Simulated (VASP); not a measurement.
Here is a VASP 6.6.1 calculation.

The input INCAR:

```
  ALGO = Normal
  EDIFF = 1E-6
  ENCUT = 520
  ISIF = 2
  ISMEAR = -1
  LASPH = True
  LCHARG = False
  LREAL = False
  LWAVE = False
  NBANDS = 16
  NELM = 60
  PREC = Accurate
  SIGMA = 0.03
```

File KPOINTS:

```
k-points
0
Gamma
  8 8 8
```

File POSCAR:

```
CdSe
1.0
    0.0000000000      3.1623793346      3.0702711986
    3.1623793346      0.0000000000      3.0702711986
    3.1623793346      3.1623793346      0.0000000000
Cd Se
1 1
Direct
    0.0000000000      0.0000000000      0.0000000000
    0.2500000000      0.2500000000      0.2500000000
```

Potentials or basis: VASP PAW LDA potentials, release 64 (Cd, Se).

Run with:

```sh
$ cat potpaw_LDA.64/Cd/POTCAR potpaw_LDA.64/Se/POTCAR > POTCAR
$ mpirun -np 1 vasp_std > vasp.out
```

**Question.** Estimate the pressure.

**Answer.** -5.1 GPa.

**Question.** What does it give for the band gap on the k mesh?

**Answer.** 0.13 eV, direct.

Stress tensor (GPa, compression positive):
```
-5.35  0.00  0.00
 0.00 -5.35  0.00
 0.00  0.00 -4.69
```

Caveat: the cell differs from its parent crystal (equal xx and yy strain of +3 %).
